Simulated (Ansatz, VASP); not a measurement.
Te2As: VASP beside Ansatz

```
Te As
1.0
     3.86817    0.00000    0.00000
     0.00000    3.86817    0.00000
     0.00000    0.00000   11.26870
Te As
4 2
Direct
  0.50000 0.00000 0.75530
  0.00000 0.50000 0.24470
  0.50000 0.00000 0.07760
  0.00000 0.50000 0.92240
  0.50000 0.00000 0.36650
  0.00000 0.50000 0.63350
```

Change from the starting cell: species swapped into the Ta2Se type (P4/nmm, No. 129).

Alike in both runs: task single point; functional PBE; k mesh 4 × 4 × 2; occupations gaussian, width 0.1 eV; no spin polarisation.

|  | VASP | Ansatz |
| --- | --- | --- |
| version | VASP 6.6.1 | Ansatz 0.2.0 |
| potentials or method | VASP PAW PBE potentials, release 64 (Te, As), cutoff 520 eV | scalar-relativistic, plane waves, PAW |
| valence electrons in the cell | 34 | 94 |

Ansatz gave:

```
gap on the k mesh at the Fermi level (eV)                     : none
pressure (GPa)                                                : -0.5
traceless stress, the component that is largest in VASP (GPa) : 0.82
rms of the force components (eV/Å)                            : 0.410
```

Question: Which values does VASP return?

Answer: gap on the k mesh at the Fermi level (eV): none; pressure (GPa): -0.5; traceless stress, the component that is largest in VASP (GPa): 0.82; rms of the force components (eV/Å): 0.408.

Atom by atom the forces differ by 0.002 eV/Å (rms over components). A gap of «none» marks a metal or a gap that the smearing closes. With one functional, cell and mesh, what is left measures potentials, basis and numerics. VASP's potentials hold 34 valence electrons a cell and Ansatz's 94, so a difference there can come from the potentials and not from the codes.

The k mesh is coarse, so the values compare programs but aren't converged. Spin-orbit coupling is off throughout.
